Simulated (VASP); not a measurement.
B:

```
B
1.0
     3.57895    0.00000    0.00000
    -1.78947    3.09946    0.00000
     0.00000    0.00000    2.19405
B
3
Direct
  0.00000 0.00000 0.00000
  0.33333 0.66667 0.50000
  0.66667 0.33333 0.50000
```

This isn't the form of B at room conditions, which is rhombohedral.

* Program: VASP 6.6.1
* Task: relaxation of cell and atoms
* Functional: PBEsol
* Potentials or basis: VASP PAW PBE potentials, release 64 (B)
* Cutoff: 600 eV
* k mesh: 6 × 6 × 8
* Occupations: gaussian, width 0.1 eV
* Spin: no spin polarisation

At the start: pressure -37.4 GPa; volume 8.11 Å³/atom.

Where does the relaxation end?

Over 4 steps the energy falls by 322.0 meV/atom and the volume is 6.05 Å³/atom (-25.4 %); space group P6/mmm (No. 191, to 0.1 Å) before and after.

Step by step:
```
step  energy change (eV)  largest force (eV/Å)  pressure (GPa)  volume (Å³)
   1              0.0000                0.0000          -37.39        24.34
   2             -0.9653                0.0000           -1.46        18.26
   3             -0.9658                0.0000           -0.09        18.16
   4             -0.9661                0.0000           -0.07        18.16
```

Final structure:
```
CELL_PARAMETERS angstrom
3.25200 0.00000 0.00000
-1.62600 2.81631 0.00000
0.00000 0.00000 1.98277
ATOMIC_POSITIONS crystal
B 0.00000 0.00000 0.00000
B 0.33333 0.66667 0.50000
B 0.66667 0.33333 0.50000
```

Caveat: the volume moved by over 15 % at a fixed basis, so the end points are rough; the PAW data sets were made with another functional, which shifts forces and pressure a little.
